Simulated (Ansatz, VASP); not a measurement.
## Two plane-wave programs on CdCu3O4

File INCAR:

```
PREC     = Accurate       # precision mode
ENCUT    = 520            # plane-wave cutoff, eV
EDIFF    = 1E-7           # SCF threshold, eV
ISMEAR   = 0              # smearing method
SIGMA    = 0.1            # smearing width, eV
LREAL    = False          # projectors in reciprocal space
LASPH    = True           # aspherical terms in the spheres
NELM     = 150            # most SCF steps
ALGO     = Normal         # electronic algorithm
ISIF     = 2              # what is computed and relaxed
LWAVE    = False          # write WAVECAR
LCHARG   = False          # write CHGCAR
ISPIN    = 2              # spin polarisation
MAGMOM   = 0 1 1 1 0 0 0 0 # initial moments
LORBIT   = 11             # projections on sites
LMAXMIX  = 4              # l up to which the mixer works
GGA      = PE             # functional
NBANDS   = 48             # bands
```

The input KPOINTS:

```
Automatic mesh
0
Gamma
  4 4 4
```

File POSCAR:

```
CdCu3O4
1.0
    4.7352510414      0.0000000000      0.0000000000
    0.0000000000      4.7352510414      0.0000000000
    0.0000000000      0.0000000000      4.7352510414
Cd Cu O
1 3 4
Direct
    0.0000000000      0.0000000000      0.0000000000
    0.5000000000      0.0000000000      0.0000000000
    0.0000000000      0.5000000000      0.0000000000
    0.0000000000      0.0000000000      0.5000000000
    0.2350000000      0.2350000000      0.2350000000
    0.2350000000      0.7650000000      0.7650000000
    0.7650000000      0.7650000000      0.2350000000
    0.7650000000      0.2350000000      0.7650000000
```

Input for Ansatz:

```yaml
crystal:
  lattice:
    - [4.7352510414, 0.0, 0.0]
    - [0.0, 4.7352510414, 0.0]
    - [0.0, 0.0, 4.7352510414]
  atoms:
    - { symbol: Cd, position: [0.0, 0.0, 0.0] }
    - { symbol: Cu, position: [0.5, 0.0, 0.0], spin: 1.0 }
    - { symbol: Cu, position: [0.0, 0.5, 0.0], spin: 1.0 }
    - { symbol: Cu, position: [0.0, 0.0, 0.5], spin: 1.0 }
    - { symbol: O, position: [0.235, 0.235, 0.235] }
    - { symbol: O, position: [0.235, 0.765, 0.765] }
    - { symbol: O, position: [0.765, 0.765, 0.235] }
    - { symbol: O, position: [0.765, 0.235, 0.765] }
basis:
  ecutwfc: 420
kpoints:
  mp_grid: { grid: [4, 4, 4] }
hamiltonian:
  xc: pbe
scf:
  occupations: { method: gaussian, width: 0.1 }
  lower_state_search: "off"
output:
  forces: true
  stress: true
  eigenvalues: true
  populations: true
magnetization:
  spin_polarized: true
```

Alike in both runs: task single point; functional PBE; k mesh 4 × 4 × 4; occupations gaussian, width 0.1 eV; collinear spin.

```csv
,VASP,Ansatz
version,VASP 6.6.1,Ansatz 0.2.0
potentials or method,"VASP PAW PBE potentials, release 64 (Cd, Cu, O), cutoff 520 eV","scalar-relativistic, plane waves, PAW"
valence electrons in the cell,69,101
```

VASP gave:

| Item | Value |
| --- | --- |
| gap on the k mesh at the Fermi level (eV) | none |
| rms of the force components (eV/Å) | 1.993 |
| net moment per atom (μB) | 0.00 |
| size of the moment on the site where the two differ most (μB) | 0.00 |

Task: Estimate Ansatz's values.

Result: gap on the k mesh at the Fermi level (eV): none; rms of the force components (eV/Å): 1.841; net moment per atom (μB): 0.35; size of the moment on the site where the two differ most (μB): 0.45.

The net moments are unlike, so the other rows may belong to different states. Site moments also hang on the region over which each program counts them. Atom by atom the forces differ by 0.152 eV/Å (rms over components). A gap of «none» marks a metal or a gap that the smearing closes. VASP's potentials hold 69 valence electrons a cell and Ansatz's 101, so a difference there can come from the potentials and not from the codes.
